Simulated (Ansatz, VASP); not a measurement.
**SiC in VASP and in Ansatz**

```
Si C
1.0
     2.86532    0.00000    0.00000
    -1.43266    2.48144    0.00000
     0.00000    0.00000    2.55869
Si C
1 1
Direct
  0.00000 0.00000 0.00000
  0.66667 0.33333 0.50000
```

Change from the starting cell: species swapped into the WC type (P-6m2, No. 187).

Alike in both runs: task relaxation of cell and atoms; functional PBE; k mesh 24 × 24 × 22; occupations gaussian, width 0.1 eV; no spin polarisation.

```csv
,VASP,Ansatz
version,VASP 6.6.1,Ansatz 0.2.0
potentials or method,"VASP PAW PBE potentials, release 64 (Si, C), cutoff 600 eV","scalar-relativistic, plane waves, PAW"
valence electrons in the cell,8,8
```

```tsv
	VASP	Ansatz	Ansatz less VASP
gap on the k mesh at the Fermi level, each at its own relaxed structure (eV)	none	none	-
relaxed volume (Å³/atom)	9.13	9.13	+0.002
relaxed cell length with the largest relative difference (Å)	2.863	2.863	+0.0004
```

A gap of «none» marks a metal or a gap that the smearing closes.
